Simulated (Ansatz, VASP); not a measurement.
## One calculation of C, two programs

Contents of POSCAR:

```
C
1.0
    0.0000000000     -1.7801161419     -1.7801161419
   -1.7801161419      0.0000000000     -1.7801161419
    1.7801161419      1.7801161419     -3.5602322838
C
4
Direct
    0.7374556964      0.7661712329      0.7499999949
    0.2625443036      0.2338287671      0.2500000051
    0.3624556964      0.3911712329      0.8749999949
    0.8875443036      0.8588287671      0.3750000051
```

The input INCAR.step1:

```
  ALGO = Normal
  EDIFF = 1E-4
  ENCUT = 520
  GGA = PE
  ISMEAR = 0
  LASPH = True
  LCHARG = False
  LREAL = False
  LWAVE = True
  NBANDS = 16
  NELM = 60
  PREC = Accurate
  SIGMA = 0.05
```

File INCAR.step2:

```
  ALGO = Normal
  EDIFF = 1E-6
  ENCUT = 520
  ISIF = 2
  ISMEAR = 0
  ISTART = 1
  LASPH = True
  LCHARG = True
  LELF = True
  LMIXTAU = True
  LREAL = False
  LVHAR = True
  LWAVE = False
  METAGGA = R2SCAN
  NBANDS = 16
  NELM = 60
  PREC = Accurate
  SIGMA = 0.05
```

The input KPOINTS:

```
k-points
0
Gamma
  12 12 10
```

Input for Ansatz:

```yaml
crystal:
  lattice:
    - [0.0, -1.7801161419, -1.7801161419]
    - [-1.7801161419, 0.0, -1.7801161419]
    - [1.7801161419, 1.7801161419, -3.5602322838]
  atoms:
    - { symbol: C, position: [0.7374556964, 0.7661712329, 0.7499999949] }
    - { symbol: C, position: [0.2625443036, 0.2338287671, 0.2500000051] }
    - { symbol: C, position: [0.3624556964, 0.3911712329, 0.8749999949] }
    - { symbol: C, position: [0.8875443036, 0.8588287671, 0.3750000051] }
basis:
  ecutwfc: 520.0
kpoints:
  mp_grid: { grid: [12, 12, 10] }
hamiltonian:
  xc: r2scan
scf:
  occupations: { method: gaussian, width: 0.05 }
output:
  forces: true
  stress: true
  eigenvalues: true
```

Change from the starting cell: mode 4 frozen in at -0.037 Å, equal normal strain along x, y and z +0.0000.

Alike in both runs: task single point; functional r2SCAN; k mesh 12 × 12 × 10; occupations gaussian, width 0.05 eV; no spin polarisation.

```csv
,VASP,Ansatz
version,VASP 6.6.1,Ansatz 0.2.0
potentials or method,"VASP PAW PBE potentials, release 64 (C), cutoff 520 eV","scalar-relativistic, plane waves, PAW"
valence electrons in the cell,16,16
```

|  | VASP | Ansatz | Ansatz less VASP |
| --- | --- | --- | --- |
| gap on the k mesh at the Fermi level (eV) | 4.35 | 4.38 | +0.031 |
| least direct gap on the mesh (eV) | 5.82 | 5.87 | +0.045 |
| pressure (GPa) | 1.1 | 0.0 | -1.10 |
| traceless stress, the component that is largest in VASP (GPa) | 0.31 | 0.31 | +0.002 |
| rms of the force components (eV/Å) | 0.295 | 0.297 | +0.0015 |

VASP's potentials were made for PBE, not for r2SCAN. Atom by atom the forces differ by 0.001 eV/Å (rms over components). With one functional, cell and mesh, what is left measures potentials, basis and numerics.
